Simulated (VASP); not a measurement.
A run of VASP 6.6.1:

INCAR

```
ALGO = Normal ; EDIFF = 1E-6
ENCUT = 520 ; GGA = PE
ISIF = 2 ; ISMEAR = -1
ISPIN = 2 ; LASPH = True
LCHARG = False ; LMAXMIX = 6
LORBIT = 11 ; LREAL = False
LWAVE = False ; MAGMOM = 7 0
NBANDS = 23 ; NELM = 150
PREC = Accurate ; SIGMA = 0.08
```

File KPOINTS:

```
k-points
0
Gamma
  12 12 12
```

The input POSCAR:

```
GdO
1.0
    0.0000000000      2.6818786486      2.6818786486
    2.6818786486      0.0000000000      2.6818786486
    2.6818786486      2.6818786486      0.0000000000
Gd O
1 1
Direct
    0.0000000000      0.0000000000      0.0000000000
    0.7500000000      0.7500000000      0.7500000000
```

Potentials or basis: VASP PAW PBE potentials, release 64 (Gd, O).

The run is started by

```bash
$ cat potpaw_PBE.64/Gd/POTCAR potpaw_PBE.64/O/POTCAR > POTCAR
$ mpirun -np 1 vasp_std > vasp.out
```

Hardware: 1 thread of Intel(R) Xeon(R) 6975P-C (Granite Rapids) (shared host).

Q: Estimate the wall time of this run.

A: Wall time 86 s on 1 thread of Intel(R) Xeon(R) 6975P-C (Granite Rapids), with other jobs on the host, peak memory 0.26 GiB. Counts: scf iterations 18, k points 72.
